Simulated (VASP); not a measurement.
# YAu (Pm-3m) in VASP: further runs, part 2 of 2

VASP 6.6.1.

## 3. Single point, LDA, collinear spin

Contents of INCAR:

```
SYSTEM = YAu
ALGO     = Normal         ! electronic algorithm
EDIFF    = 1E-7           ! SCF threshold, eV
ENCUT    = 520            ! plane-wave cutoff, eV
GGA      = CA             ! functional
ISIF     = 2              ! what is computed and relaxed
ISMEAR   = -1             ! smearing method
ISPIN    = 2              ! spin polarisation
LASPH    = .TRUE.         ! aspherical terms in the spheres
LCHARG   = .TRUE.         ! write CHGCAR
LELF     = .TRUE.         ! ELF
LMAXMIX  = 4              ! l up to which the mixer works
LORBIT   = 11             ! projections on sites
LREAL    = .FALSE.        ! projectors in reciprocal space
LVHAR    = .TRUE.       
LWAVE    = .FALSE.        ! write WAVECAR
MAGMOM   = 0.6 0          ! initial moments
NBANDS   = 22             ! bands
NELM     = 150            ! most SCF steps
PREC     = Accurate       ! precision mode
SIGMA    = 0.08           ! smearing width, eV
```

Contents of KPOINTS:

```
k-points
0
G
  9 9 9
  0 0 0
```

Contents of POSCAR:

```
YAu
1.0
    3.5590000000      0.0000000000      0.0000000000
    0.0000000000      3.5590000000      0.0000000000
    0.0000000000      0.0000000000      3.5590000000
Y Au
1 1
Direct
    0.5000000000      0.5000000000      0.5000000000
    0.0000000000      0.0000000000      0.0000000000
```

Potentials or basis: VASP PAW LDA potentials, release 64 (Y_sv, Au).

Started as:

```console
> cat potpaw_LDA.64/Y_sv/POTCAR potpaw_LDA.64/Au/POTCAR > POTCAR
> mpirun -np 1 vasp_std > vasp.out
```

OUTCAR:

```text
SYSTEM = YAu
   EDIFF = 1E-7
   ENCUT = 520
   GGA = CA
   ISIF = 2
   ISMEAR = -1
   ISPIN = 2
   LASPH = .TRUE.
   LORBIT = 11
   LREAL = .FALSE.
   NELM = 150
   PREC = Accurate

 ion  position               nearest neighbor table
   1  0.500  0.500  0.500-   2 3.08   2 3.08   2 3.08   2 3.08   2 3.08   2 3.08   2 3.08   2 3.08

   2  0.000  0.000  0.000-   1 3.08   1 3.08   1 3.08   1 3.08   1 3.08   1 3.08   1 3.08   1 3.08

  LATTYP: Found a simple cubic cell.
 ALAT       =     3.5590000000

  Lattice vectors:

 A1 = (   3.5590000000,   0.0000000000,   0.0000000000)
 A2 = (   0.0000000000,   3.5590000000,   0.0000000000)
 A3 = (   0.0000000000,   0.0000000000,   3.5590000000)

Analysis of symmetry for initial positions (statically):
=====================================================================
 Subroutine PRICEL returns:
 Original cell was already a primitive cell.

 Routine SETGRP: Setting up the symmetry group for a
 simple cubic supercell.

 Subroutine GETGRP returns: Found 48 space group operations
 (whereof 48 operations were pure point group operations)
 out of a pool of 48 trial point group operations.

The static configuration has the point symmetry O_h .

Analysis of symmetry for dynamics (positions and initial velocities):
=====================================================================
 Subroutine PRICEL returns:
 Original cell was already a primitive cell.

 Routine SETGRP: Setting up the symmetry group for a
 simple cubic supercell.

 Subroutine GETGRP returns: Found 48 space group operations
 (whereof 48 operations were pure point group operations)
 out of a pool of 48 trial point group operations.

The dynamic configuration has the point symmetry O_h .

Analysis of structural, dynamic, and magnetic symmetry:
=====================================================================
 Subroutine PRICEL returns:
[... 148 lines left out ...]

 number of electron      22.0000002 magnetization      -0.0000004

 Free energy of the ion-electron system (eV)
  ---------------------------------------------------
  ext. energy  EPLUGINS =         0.00000000
  ---------------------------------------------------
  free energy    TOTEN  =       -13.15471796 eV

  energy without entropy =      -13.12771312  energy(sigma->0) =      -13.14121554

 E-fermi :   6.1383     XC(G=0): -11.3294

 val. band max:        6.0612876950   @ k =   0.4444   0.3333   0.2222
 cond. band min:       6.1509211518   @ k =   0.4444   0.0000   0.0000
 fundamental gap:      0.0896334568
 Fermi energy:         6.1383001457

 spin component 1

 k-point     1 :       0.0000    0.0000    0.0000
  band No.  band energies     occupation
      1     -36.5984      1.00000
      2     -16.5680      1.00000
      3     -16.5680      1.00000
      4     -16.5680      1.00000
      5      -1.4232      1.00000
      6       0.4775      1.00000
[... 589 lines left out ...]
     21      18.2244      0.00000
     22      20.7655      0.00000

 [... further k-points ...]

 spin component 2

 k-point     1 :       0.0000    0.0000    0.0000
  band No.  band energies     occupation
      1     -36.5986      1.00000
      2     -16.5681      1.00000
      3     -16.5681      1.00000
      4     -16.5681      1.00000
      5      -1.4233      1.00000
      6       0.4775      1.00000
[... 589 lines left out ...]
     21      18.2244      0.00000
     22      20.7655      0.00000

 [... further k-points ...]
[... 5 lines left out ...]
  --------------------------------------------------------------------------------------
  -------------------------------------------------------------------------------------
  Total       -0.9843944     -0.9843944     -0.9843944      0.0000000      0.0000000      0.0000000
  in kB      -34.9861160    -34.9861160    -34.9861160      0.0000000      0.0000000      0.0000000
  external PRESSURE =     -34.9861160 kB  Pullay stress =       0.0000000 kB

 VOLUME and BASIS-vectors are now :
 -----------------------------------------------------------------------------
  energy-cutoff  :      520.00
  volume of cell :       45.08
      direct lattice vectors                 reciprocal lattice vectors
     3.559000000  0.000000000  0.000000000     0.280977803  0.000000000  0.000000000
     0.000000000  3.559000000  0.000000000     0.000000000  0.280977803  0.000000000
     0.000000000  0.000000000  3.559000000     0.000000000  0.000000000  0.280977803

 POSITION                                       TOTAL-FORCE (eV/Angst)
 -----------------------------------------------------------------------------------
      1.77950      1.77950      1.77950         0.000000      0.000000      0.000000
      0.00000      0.00000      0.00000         0.000000      0.000000      0.000000
 -----------------------------------------------------------------------------------
    total drift:                                0.000000      0.000000      0.000000

  FREE ENERGIE OF THE ION-ELECTRON SYSTEM (eV)
  ---------------------------------------------------
  free  energy   TOTEN  =       -13.1547179567 eV

  energy  without entropy=      -13.1277131210  energy(sigma->0) =      -13.14121554

 total charge

# of ion       s       p       d       f       tot
--------------------------------------------------
    1        2.251   6.353   0.915   0.035   9.554
    2        0.759   0.367   8.620   0.000   9.746
--------------------------------------------------
tot          3.009   6.720   9.535   0.035  19.300

 magnetization (x)

# of ion       s       p       d       f       tot
--------------------------------------------------
    1       -0.000   0.000   0.000   0.000   0.000
    2        0.000   0.000  -0.000   0.000   0.000
--------------------------------------------------
tot         -0.000   0.000   0.000   0.000   0.000
```

OSZICAR:

```text
N       E                     dE             d eps       ncg     rms          rms(c)
DAV:   1     0.106460461327E+03    0.10646E+03   -0.10611E+04  3152   0.938E+02
DAV:   2    -0.887406601104E+01   -0.11533E+03   -0.10995E+03  3684   0.234E+02
DAV:   3    -0.138939861860E+02   -0.50199E+01   -0.49048E+01  4608   0.370E+01
DAV:   4    -0.139984023187E+02   -0.10442E+00   -0.10435E+00  3262   0.459E+00
DAV:   5    -0.139993959628E+02   -0.99364E-03   -0.99362E-03  3704   0.435E-01    0.339E+01
DAV:   6    -0.133105262052E+02    0.68887E+00   -0.15564E+00  3332   0.828E+00    0.181E+01
DAV:   7    -0.131624112060E+02    0.14811E+00   -0.25555E-01  3862   0.319E+00    0.750E+00
DAV:   8    -0.131596606523E+02    0.27506E-02   -0.81178E-02  3626   0.183E+00    0.172E+00
DAV:   9    -0.131562202762E+02    0.34404E-02   -0.48241E-03  3350   0.457E-01    0.651E-01
DAV:  10    -0.131547714857E+02    0.14488E-02   -0.54469E-03  3652   0.486E-01    0.191E-01
DAV:  11    -0.131547228417E+02    0.48644E-04   -0.21993E-04  3438   0.834E-02    0.513E-02
DAV:  12    -0.131547209942E+02    0.18475E-05   -0.30053E-05  3668   0.354E-02    0.488E-02
DAV:  13    -0.131547181617E+02    0.28325E-05   -0.42551E-06  3326   0.145E-02    0.979E-03
DAV:  14    -0.131547179165E+02    0.24520E-06   -0.87880E-07  3560   0.554E-03    0.435E-03
DAV:  15    -0.131547179567E+02   -0.40173E-07   -0.56178E-08  2458   0.133E-03
   1 F= -.13154718E+02 E0= -.13141216E+02  d E =-.270048E-01  mag=     0.0000
```

Wall time 64 s (1 thread of AMD EPYC 7R43 (Zen 3), shared host); peak memory 0.17 GiB.

Results:

```
Free energy                                           : -13.1547 eV
Pressure                                              : -3.5 GPa
Band gap on the k mesh                                : zero (filled and empty bands overlap)
Net moment                                            : 0.00 μB per cell
Valence electrons inside the program's atomic spheres : Y 9.55; Au 9.75
```

Caveat: the cell stands under tension; spin-orbit coupling is left out, which moves the levels of the heavy elements.

## 4. Single point, LDA, collinear spin

Contents of INCAR:

```
SYSTEM = YAu
  PREC = Accurate
  ENCUT = 520
  EDIFF = 1E-6
  ISMEAR = -1
  SIGMA = 0.08
  LREAL = .FALSE.
  LASPH = .TRUE.
  NELM = 150
  ALGO = Normal
  ISIF = 2
  LWAVE = .FALSE.
  LCHARG = .FALSE.
  ISPIN = 2
  MAGMOM = 0.1 0
  LORBIT = 11
  NUPDOWN = 0.1
  LMAXMIX = 4
  GGA = CA
  NBANDS = 22
```

Contents of KPOINTS:

```
Automatic mesh
0
G
  9 9 9
  0 0 0
```

POSCAR is that of step 3.

Started as:

```console
> cat potpaw_LDA.64/Y_sv/POTCAR potpaw_LDA.64/Au/POTCAR > POTCAR
> mpirun -np 1 vasp_std > vasp.out
```

Run time: 44 s. Hardware: 1 thread of AMD EPYC 7R43 (Zen 3), shared host; peak memory 0.17 GiB.

It converged, with:

```
Free energy                                           : -13.1517 eV
Pressure                                              : -3.5 GPa
Net moment                                            : 0.10 μB per cell
Site moments                                          : Y +0.05; Au +0.02 μB
Valence electrons inside the program's atomic spheres : Y 9.55; Au 9.75
```

Caveat: the cell stands under tension; spin-orbit coupling is left out, which moves the levels of the heavy elements; the total moment is fixed, so each spin has its own Fermi level.

## 5. Single point, LDA, collinear spin

Contents of INCAR:

```
ALGO = Normal ; EDIFF = 1E-7
ENCUT = 520 ; ISIF = 2
ISMEAR = -1 ; ISPIN = 2
LASPH = True ; LCHARG = False
LMAXMIX = 4 ; LORBIT = 11
LREAL = False ; LWAVE = False
MAGMOM = 0.5 0 ; NBANDS = 22
NELM = 150 ; NUPDOWN = 0.5
PREC = Accurate ; SIGMA = 0.08
```

Contents of KPOINTS:

```
k-points
0
Gamma
  9 9 9
```

POSCAR is that of step 4.

Started as:

```console
> cat potpaw_LDA.64/Y_sv/POTCAR potpaw_LDA.64/Au/POTCAR > POTCAR
> mpirun -np 1 vasp_std > vasp.out
```

It took 50 s on 1 thread of AMD EPYC 7R43 (Zen 3), shared host; peak memory 0.17 GiB.

It converged, with:

| Quantity | Value |
| --- | --- |
| Free energy | -13.0741 eV |
| Pressure | -3.5 GPa |
| Net moment | 0.50 μB per cell |
| Site moments | Y +0.25; Au +0.09 μB |
| Valence electrons inside the program's atomic spheres | Y 9.56; Au 9.74 |

Caveat: the cell stands under tension; spin-orbit coupling is left out, which moves the levels of the heavy elements; the total moment is fixed, so each spin has its own Fermi level.

## 6. Summary

```csv
spin,fixed moment (μB),gap on the mesh (eV),pressure (GPa),moment (μB)
off,-,none,-3.5,-
collinear,-,none,-3.5,0.00
collinear,0.1,-,-3.5,0.10
collinear,0.5,-,-3.5,0.50
```

Alike in all rows: task single point; level LDA; potentials or basis VASP PAW LDA potentials, release 64 (Y_sv, Au); cell as given; k mesh 9 × 9 × 9; cutoff (eV) 520; smearing fermi-dirac 0.08 eV.

Caveats: the cell stands under tension; spin-orbit coupling is left out, which moves the levels of the heavy elements; the total moment is fixed, so each spin has its own Fermi level (at least some runs).

Total energies depend on the potentials used, so only differences within one code and one set of settings carry meaning.
